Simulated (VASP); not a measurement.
# Be4S (R-3m) in VASP: notebook

The runs below take Be4S through single point, with PBE.

Program: VASP 6.6.1. These are calculated values, not measurements. Logs are shortened: lines on timing, memory, paths and dates and some standing lists are left out, and cuts for length are marked.

**1. The cell of the first run**

The structure is trigonal, space group R-3m (No. 166). The conventional cell has a = 4.383 Å, b = 4.383 Å, c = 11.656 Å, α = 90.00°, β = 90.00°, γ = 120.00°. Be (site symmetry 2/m) has 6 Be at 2.19 to 2.32 Å and 2 S at 2.19 Å within 2.9 Å. Be (site symmetry 2/m) has 6 Be at 2.19 to 2.32 Å and 2 S at 2.19 Å within 2.9 Å. Within 3.1 Å of Be (site symmetry -3m) lie 6 Be at 2.32 Å. Within 2.9 Å of S (site symmetry -3m) lie 6 Be at 2.19 Å.

**2. Single point, PBE**

The input, INCAR:

```
PREC = Accurate ; ENCUT = 520
EDIFF = 1E-7 ; ISMEAR = 0
SIGMA = 0.2 ; LREAL = False
LASPH = True ; NELM = 60
ALGO = Normal ; ISIF = 2
LWAVE = False ; LCHARG = False
GGA = PE ; NBANDS = 25
```

The input, KPOINTS:

```
regular mesh
0
Gamma
  6 6 4
```

The input, POSCAR:

```
Be4S
1.0
    4.3827181471      0.0000000000      0.0000000000
   -2.1913590735     -1.2651817510     -3.8852605595
    0.0000000000      7.5910905060      0.0000000000
Be S
8 2
Direct
    0.5000000000      0.0000000000      0.0000000000
    0.0000000000      0.0000000000      0.5000000000
    0.2500000000      0.0000000000      0.7500000000
    0.7500000000      0.0000000000      0.2500000000
    0.7500000000      0.0000000000      0.7500000000
    0.2500000000      0.0000000000      0.2500000000
    0.2500000000      0.5000000000      0.7500000000
    0.7500000000      0.5000000000      0.2500000000
    1.0000000000      1.0000000000      1.0000000000
    0.5000000000      0.0000000000      0.5000000000
```

Potentials or basis: VASP PAW PBE potentials, release 64 (Be, S).

Launch:

```sh
cat potpaw_PBE.64/Be/POTCAR potpaw_PBE.64/S/POTCAR > POTCAR
mpirun -np 1 vasp_std > vasp.out
```

OUTCAR:

```text
PREC = Accurate
   ENCUT = 520
   EDIFF = 1E-7
   ISMEAR = 0
   LREAL = False
   LASPH = True
   NELM = 60
   ISIF = 2
   GGA = PE

 ion  position               nearest neighbor table
   1  0.500  0.000  0.000-   3 2.19   4 2.19   5 2.19   6 2.19   9 2.19   9 2.19   7 2.32   8 2.32

   2  0.000  0.000  0.500-   3 2.19   4 2.19   5 2.19   6 2.19  10 2.19  10 2.19   8 2.32   7 2.32

   3  0.250  0.000  0.750-   1 2.19   2 2.19   9 2.19  10 2.19   5 2.19   5 2.19   7 2.32   7 2.32

   4  0.750  0.000  0.250-   1 2.19   2 2.19   9 2.19  10 2.19   6 2.19   6 2.19   8 2.32   8 2.32

   5  0.750  0.000  0.750-   1 2.19   2 2.19   9 2.19  10 2.19   3 2.19   3 2.19   7 2.32   7 2.32

   6  0.250  0.000  0.250-   1 2.19   2 2.19   9 2.19  10 2.19   4 2.19   4 2.19   8 2.32   8 2.32

   7  0.250  0.500  0.750-   3 2.32   3 2.32   2 2.32   1 2.32   5 2.32   5 2.32
   8  0.750  0.500  0.250-   4 2.32   4 2.32   1 2.32   2 2.32   6 2.32   6 2.32
   9  0.000  0.000  0.000-   3 2.19   4 2.19   5 2.19   6 2.19   1 2.19   1 2.19
  10  0.500  0.000  0.500-   3 2.19   4 2.19   5 2.19   6 2.19   2 2.19   2 2.19

  LATTYP: Found a base centered monoclinic cell.
 ALAT       =     8.1721317851
 B/A-ratio  =     0.5363004737
 C/A-ratio  =     0.9288996685
 COS(beta)  =    -0.3096332228

  Lattice vectors:

 A1 = (   2.1913590736,  -1.2651817510,  -3.8852605595)
 A2 = (  -2.1913590735,  -1.2651817510,  -3.8852605595)
 A3 = (   0.0000000000,   7.5910905060,   0.0000000000)

Analysis of symmetry for initial positions (statically):
=====================================================================
 Subroutine PRICEL returns following result:

  LATTYP: Found a trigonal (rhomboedric) cell.
 ALAT       =     4.6365923982
 COS(alpha) =     0.5532554627

  Lattice vectors:

 A1 = (  -2.1913590735,  -1.2651817510,  -3.8852605595)
 A2 = (   0.0000000001,   2.5303635020,  -3.8852605595)
 A3 = (   2.1913590736,  -1.2651817510,  -3.8852605595)

   2 primitive cells build up your supercell.

 Routine SETGRP: Setting up the symmetry group for a
 base centered monoclinic supercell.

 Subroutine GETGRP returns: Found  4 space group operations
 (whereof  4 operations were pure point group operations)
 out of a pool of  4 trial point group operations.

The static configuration has the point symmetry C_2h.

Analysis of symmetry for dynamics (positions and initial velocities):
=====================================================================
 Subroutine PRICEL returns following result:

  LATTYP: Found a trigonal (rhomboedric) cell.
 ALAT       =     4.6365923982
 COS(alpha) =     0.5532554627

  Lattice vectors:

 A1 = (  -2.1913590735,  -1.2651817510,  -3.8852605595)
 A2 = (   0.0000000001,   2.5303635020,  -3.8852605595)
 A3 = (   2.1913590736,  -1.2651817510,  -3.8852605595)

   2 primitive cells build up your supercell.

 Routine SETGRP: Setting up the symmetry group for a
 base centered monoclinic supercell.

 Subroutine GETGRP returns: Found  4 space group operations
 (whereof  4 operations were pure point group operations)
 out of a pool of  4 trial point group operations.

The dynamic configuration has the point symmetry C_2h.

 Subroutine INISYM returns: Found  4 space group operations
 (whereof  4 operations are pure point group operations),
 and found     2 'primitive' translations

----------------------------------------------------------------------------------------

                                     Primitive cell

  volume of cell :      64.6306

  direct lattice vectors                    reciprocal lattice vectors
    -2.191359074 -1.265181751 -3.885260559    -0.228168905 -0.131733379 -0.085794332
     0.000000000  2.530363502 -3.885260559     0.000000000  0.263466757 -0.085794332
     2.191359074 -1.265181751 -3.885260559     0.228168905 -0.131733379 -0.085794332

  length of vectors
     4.636592398  4.636592398  4.636592398     0.277083741  0.277083741  0.277083741

  position of ions in fractional coordinates (direct lattice)
     0.500000000  0.000000000  0.500000000
     0.000000000  0.500000000  0.500000000
     0.500000000  0.500000000  1.000000000
     0.500000000  0.500000000  0.500000000
     0.000000000  0.000000000  0.000000000

  ion indices of the primitive-cell ions
   primitive index   ion index
                 1           1
                 2           3
                 3           5
                 4           7
                 5           9

----------------------------------------------------------------------------------------

 KPOINTS: regular mesh

Automatic generation of k-mesh.
 Grid dimensions read from file:
 generate k-points for:    6    6    4

 Generating k-lattice:

  Cartesian coordinates                     Fractional coordinates (reciprocal lattice)
     0.038028151  0.000000000 -0.021448583     0.166666667  0.000000000  0.000000000
     0.000000000  0.000000000 -0.042897166     0.000000000  0.166666667  0.000000000
     0.000000000  0.032933345 -0.010724291     0.000000000  0.000000000  0.250000000

  Length of vectors
     0.043659844  0.042897166  0.034635468

  Shift w.r.t. Gamma in fractional coordinates (k-lattice)
     0.000000000  0.000000000  0.000000000

 Subroutine IBZKPT returns following result:
 ===========================================

 Found     47 irreducible k-points:

 Following reciprocal coordinates:
            Coordinates               Weight
  0.000000  0.000000  0.000000      1.000000
  0.166667  0.000000  0.000000      4.000000
  0.333333  0.000000  0.000000      4.000000
  0.500000  0.000000  0.000000      2.000000
  0.000000  0.166667  0.000000      2.000000
  0.166667  0.166667  0.000000      4.000000
[... 16 lines left out ...]
  0.500000  0.166667  0.250000      4.000000
 -0.333333  0.166667  0.250000      4.000000
 [... further k-points ...]
   k-points           NKPTS =     47   k-points in BZ     NKDIM =     47   number of bands    NBANDS=     25
   number of dos      NEDOS =    301   number of ions     NIONS =     10
   total plane-waves  NPLWV =  72576
   dimension x,y,z NGX =    36 NGY =   36 NGZ =   56
   dimension x,y,z NGXF=    72 NGYF=   72 NGZF=  112
   ions per type =               8   2
   NGX,Y,Z   is equivalent  to a cutoff of  13.66, 12.91, 12.26 a.u.
   NGXF,Y,Z  is equivalent  to a cutoff of  27.31, 25.82, 24.53 a.u.
 SYSTEM =  unknown system
   PREC   = accura    normal or accurate (medium, high low for compatibility)
   ISTART =      0    job   : 0-new  1-cont  2-samecut
   ICHARG =      2    charge: 1-file 2-atom 10-const
   ISPIN  =      1    spin polarized calculation?
   LNONCOLLINEAR =      F non collinear calculations
   LSORBIT =      F    spin-orbit coupling
   LASPH  =      T    aspherical Exc in radial PAW
   ENCUT  =  520.0 eV  38.22 Ry    6.18 a.u.   8.15  8.62 14.11*2*pi/ulx,y,z
   NELM   =     60;   NELMIN=  2; NELMDL= -5     # of ELM steps
   EDIFF  = 0.1E-06   stopping-criterion for ELM
   LREAL  =      F    real-space projection
   EDIFFG = 0.1E-05   stopping-criterion for IOM
   NSW    =      0    number of steps for IOM
   IBRION =     -1    ionic relax: 0-MD 1-quasi-New 2-CG
   NFREE  =      0    steps in history (QN), initial steepest desc. (CG)
   ISIF   =      2    stress and relaxation
   ISYM   =      2    0-nonsym 1-usesym 2-fastsym
   POTIM  = 0.5000    time-step for ionic-motion
   TEBEG  =    0.0;   TEEND  =   0.0 temperature during run
   PSTRESS=    0.0 pullay stress
   NELECT =      28.0000    total number of electrons
   NUPDOWN=      -1.0000    fix difference up-down
   EMIN   =  10.00;   EMAX   =-10.00  energy-range for DOS
   EFERMI =   0.00;   METHOD = LEGACY
   ISMEAR =     0;   SIGMA  =   0.20  broadening in eV -4-tet -1-fermi 0-gaus
   EFERMI_NEDOS =   21; number of points for ismear=-14 and -15
   IALGO  =     38    algorithm
   IMIX   =      4    mixing-type and parameters
     AMIX     =   0.40;   BMIX     =  1.00
     AMIX_MAG =   1.60;   BMIX_MAG =  1.00
  volume/ion in A,a.u.               =      12.93        87.23
  Fermi-wavevector in a.u.,A,eV,Ry     =   0.983192  1.857963 13.152289  0.966666
  Thomas-Fermi vector in A             =   2.114331
   LORBIT       =      0    0 simple, 1 ext, 2 COOP (PROOUT), +10 PAW based schemes
   GGA     = PE    functional components
   LHFCALC =     F    Hartree Fock is set to
   AEXX    =    0.0000 exact exchange contribution
   IVDW    =     0    specifies the selected vdW correction
   LEPSILON=     F    determine dielectric tensor
   LRPA    =     F    only Hartree local field effects (RPA)
 non-spin polarized calculation
 Gauss-broadening in eV      SIGMA  =   0.20
  energy-cutoff  :      520.00
  volume of cell :      129.26
 maximum number of plane-waves:      3525
 NGX is ok and might be reduce to    36

 number of electron      27.9999999 magnetization

 Free energy of the ion-electron system (eV)
  ---------------------------------------------------
  ext. energy  EPLUGINS =         0.00000000
  ---------------------------------------------------
  free energy    TOTEN  =       -33.10055012 eV

  energy without entropy =      -33.05291493  energy(sigma->0) =      -33.07673252

 E-fermi :   4.6894     XC(G=0):  -9.3572

 val. band max:        4.6852650461   @ k =   0.1667  -0.3333   0.2500
 cond. band min:       4.7146256431   @ k =  -0.1667  -0.0000   0.2500
 fundamental gap:      0.0293605970
 Fermi energy:         4.6893899351

 k-point     1 :       0.0000    0.0000    0.0000
  band No.  band energies     occupation
      1     -10.2675      2.00000
      2      -9.9729      2.00000
      3      -3.8877      2.00000
      4      -1.7206      2.00000
      5      -1.7192      2.00000
      6      -1.6221      2.00000
[... 17 lines left out ...]
     24       9.5383      0.00000
     25      10.0952      0.00000

 k-point     2 :       0.1667    0.0000    0.0000
  band No.  band energies     occupation
      1     -10.2070      2.00000
      2      -9.9485      2.00000
      3      -3.7231      2.00000
      4      -2.4031      2.00000
      5      -2.2930      2.00000
      6      -1.7408      2.00000
[... 608 lines left out ...]
 k-point    24 :      -0.3333    0.1667    0.2500
  band No.  band energies     occupation
      1     -10.0742      2.00000
      2      -9.9410      2.00000
      3      -3.4955      2.00000
      4      -3.3330      2.00000
      5      -2.5901      2.00000
      6      -1.7908      2.00000
[... 17 lines left out ...]
     24       9.9748      0.00000
     25      10.6453      0.00000

 [... further k-points ...]
[... 5 lines left out ...]
  --------------------------------------------------------------------------------------
  -------------------------------------------------------------------------------------
  Total        0.2542229     -0.3229982      0.0579836     -0.0000000      0.1509180     -0.0000000
  in kB        3.1510653     -4.0035281      0.7187001     -0.0000000      1.8706120     -0.0000000
  external PRESSURE =      -0.0445875 kB  Pullay stress =       0.0000000 kB

 VOLUME and BASIS-vectors are now :
 -----------------------------------------------------------------------------
  energy-cutoff  :      520.00
  volume of cell :      129.26
      direct lattice vectors                 reciprocal lattice vectors
     4.382718147  0.000000000  0.000000000     0.228168905  0.000000000 -0.128691498
    -2.191359074 -1.265181751 -3.885260559     0.000000000  0.000000000 -0.257382995
     0.000000000  7.591090506  0.000000000     0.000000000  0.131733379 -0.042897166

 POSITION                                       TOTAL-FORCE (eV/Angst)
 -----------------------------------------------------------------------------------
      2.19136      0.00000      0.00000         0.000000     -0.000000     -0.000000
      0.00000      3.79555      0.00000         0.000000     -0.000000     -0.000000
      1.09568      5.69332      0.00000         0.000000      0.000000     -0.000000
      3.28704      1.89777      0.00000         0.000000     -0.000000     -0.000000
      3.28704      5.69332      0.00000        -0.000000     -0.000000     -0.000000
      1.09568      1.89777      0.00000         0.000000     -0.000000     -0.000000
      0.00000      5.06073     -1.94263        -0.000000      0.000000     -0.000000
      2.19136      1.26518     -1.94263        -0.000000     -0.000000      0.000000
      0.00000      0.00000      0.00000         0.000000     -0.000000     -0.000000
      2.19136      3.79555      0.00000        -0.000000      0.000000     -0.000000
 -----------------------------------------------------------------------------------
    total drift:                                0.000000      0.000000     -0.000000

  FREE ENERGIE OF THE ION-ELECTRON SYSTEM (eV)
  ---------------------------------------------------
  free  energy   TOTEN  =       -33.1005501157 eV

  energy  without entropy=      -33.0529149293  energy(sigma->0) =      -33.07673252
```

Wall time 67 s (1 thread of Intel Xeon 6975P-C (Granite Rapids), shared host); peak memory 0.31 GiB.

Results:

| Quantity | Value |
| --- | --- |
| Free energy | -33.1006 eV |
| Pressure | 0.0 GPa |
| Band gap on the k mesh | zero (band 14 reaches 5.26 eV, above the bottom of band 15 at 3.89 eV) |

**3. Single point, PBE**

This run uses another cell than the first one: it holds 5 atoms, not 10.

The input, INCAR:

```
PREC = Accurate ; ENCUT = 520
EDIFF = 1E-7 ; ISMEAR = 0
SIGMA = 0.1 ; LREAL = F
LASPH = T ; NELM = 80
ALGO = Normal ; ISIF = 2
LWAVE = F ; LCHARG = F
GGA = PE ; NBANDS = 15
```

The input, KPOINTS:

```
Automatic mesh
0
Gamma
  12 12 12
```

The input, POSCAR:

```
Be4S
1.0
    2.1913590735      1.2651817510      3.8852605595
   -2.1913590735      1.2651817510      3.8852605595
    0.0000000000     -2.5303635020      3.8852605595
Be S
4 1
Direct
    0.5000000000      0.5000000000      0.0000000000
    0.0000000000      0.5000000000      0.5000000000
    0.5000000000      0.0000000000      0.5000000000
    0.5000000000      0.5000000000      0.5000000000
    0.0000000000      0.0000000000      0.0000000000
```

Potentials or basis: VASP PAW PBE potentials, release 64 (Be, S).

Launch:

```sh
cat potpaw_PBE.64/Be/POTCAR potpaw_PBE.64/S/POTCAR > POTCAR
mpirun -np 1 vasp_std > vasp.out
```

Wall time 66 s (1 thread of Intel Xeon 6975P-C (Granite Rapids), shared host); peak memory 0.3 GiB.

Results (log left out):

* Free energy: -16.5335 eV
* Pressure: 0.0 GPa
* Band gap on the k mesh: zero (band 7 reaches 5.72 eV, above the bottom of band 8 at 3.81 eV)

Levels at points of the mesh, in eV from the Fermi level:
```csv
k point,band 5,band 6,band 7,band 8,band 9,band 10
"(0.00, 0.00, 0.00)",-4.61,-2.67,1.07,1.79,1.79,2.04
"(0.50, 0.00, 0.00)",-3.72,-1.77,-0.68,0.20,1.94,2.48
"(0.50, 0.50, 0.00)",-4.61,-2.25,0.35,1.83,2.78,3.21
"(0.50, 0.50, 0.50)",-3.80,-2.95,0.16,0.16,0.78,5.58
```
